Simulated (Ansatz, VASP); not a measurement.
## One calculation of Fe2Cl, two programs

```
CELL_PARAMETERS angstrom
4.10314 0.00000 0.00000
0.00000 4.10314 0.00000
0.00000 0.00000 5.24344
ATOMIC_POSITIONS crystal
Fe 0.00000 0.50000 0.16392
Fe 0.00000 0.50000 0.66392
Fe 0.50000 0.00000 0.33608
Fe 0.50000 0.00000 0.83608
Cl 0.00000 0.00000 0.00000
Cl 0.50000 0.50000 0.50000
```

Alike in both runs: functional PBE; k mesh 4 × 4 × 4; occupations gaussian, width 0.1 eV; collinear spin.

Ansatz relaxed the structure, and its values are those at the end. VASP's run is a single point on that final structure, the one shown.

|  | VASP | Ansatz |
| --- | --- | --- |
| version | VASP 6.6.1 | Ansatz 0.2.0 |
| potentials or method | VASP PAW PBE potentials, release 64 (Fe, Cl), cutoff 520 eV | scalar-relativistic, plane waves, PAW |
| valence electrons in the cell | 46 | 78 |

Ansatz gave:

- gap on the k mesh at the Fermi level (eV): none
- pressure (GPa): 0.3
- rms of the force components (eV/Å): 0.019
- net moment per atom (μB): 1.71
- size of the moment on the site where the two differ most (μB): 2.52

Question: Which values does VASP return?

Answer: gap on the k mesh at the Fermi level (eV): none; pressure (GPa): 0.8; rms of the force components (eV/Å): 0.004; net moment per atom (μB): 1.71; size of the moment on the site where the two differ most (μB): 2.59.

Site moments also hang on the region over which each program counts them. A gap of «none» marks a metal or a gap that the smearing closes. VASP's potentials hold 46 valence electrons a cell and Ansatz's 78, so a difference there can come from the potentials and not from the codes.

The k mesh is coarse, so the values compare programs but aren't converged.
